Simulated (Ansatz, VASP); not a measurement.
LiCl: VASP beside Ansatz

The input INCAR:

```
SYSTEM = LiCl
PREC     = Accurate       ! precision mode
ENCUT    = 520            ! plane-wave cutoff, eV
EDIFF    = 1E-6           ! SCF threshold, eV
ISMEAR   = 0              ! smearing method
SIGMA    = 0.05           ! smearing width, eV
LREAL    = .False.        ! projectors in reciprocal space
LASPH    = .True.         ! aspherical terms in the spheres
NELM     = 80             ! most SCF steps
ALGO     = Normal         ! electronic algorithm
ISIF     = 2              ! what is computed and relaxed
LWAVE    = .False.        ! write WAVECAR
LCHARG   = .True.         ! write CHGCAR
GGA      = PE             ! functional
LELF     = .True.         ! ELF
LVHAR    = .True.       
NBANDS   = 12             ! bands
```

Contents of KPOINTS:

```
regular mesh
0
Gamma
  8 8 8
  0 0 0
```

File POSCAR:

```
LiCl
1.0
    0.0000000000      2.5647600000      2.6288790000
    2.5647600000      0.0000000000      2.6288790000
    2.5647600000      2.5647600000      0.0000000000
Li Cl
1 1
Direct
    0.0000000000      0.0000000000      0.0000000000
    0.5000000000      0.5000000000      0.5000000000
```

Input for Ansatz:

```yaml
crystal:
  lattice:
    - [0.0, 2.56476, 2.628879]
    - [2.56476, 0.0, 2.628879]
    - [2.56476, 2.56476, 0.0]
  atoms:
    - { symbol: Li, position: [0.0, 0.0, 0.0] }
    - { symbol: Cl, position: [0.5, 0.5, 0.5] }
basis:
  ecutwfc: 420
kpoints:
  mp_grid: { grid: [8, 8, 8] }
hamiltonian:
  xc: pbe
scf:
  occupations: { method: gaussian, width: 0.05 }
output:
  forces: true
  stress: true
  eigenvalues: true
  write_density: true
  write_potential: true
  elf: true
  volumetric_format: npy
```

Change from the starting cell: strain +0.000 along x and y, +0.025 along z, atoms carried along.

Alike in both runs: task single point; functional PBE; k mesh 8 × 8 × 8; occupations gaussian, width 0.05 eV; no spin polarisation.

|  | VASP | Ansatz |
| --- | --- | --- |
| version | VASP 6.6.1 | Ansatz 0.2.0 |
| potentials or method | VASP PAW PBE potentials, release 64 (Li_sv, Cl), cutoff 520 eV | scalar-relativistic, plane waves, PAW |
| valence electrons in the cell | 10 | 10 |

Ansatz gave:

- gap on the k mesh at the Fermi level (eV): 6.15
- least direct gap on the mesh (eV): 6.15

**Question.** Estimate VASP's values.

**Answer.** gap on the k mesh at the Fermi level (eV): 6.16; least direct gap on the mesh (eV): 6.16.

Noted on VASP's run: the cutoff is short for stress, so the pressure is rough.
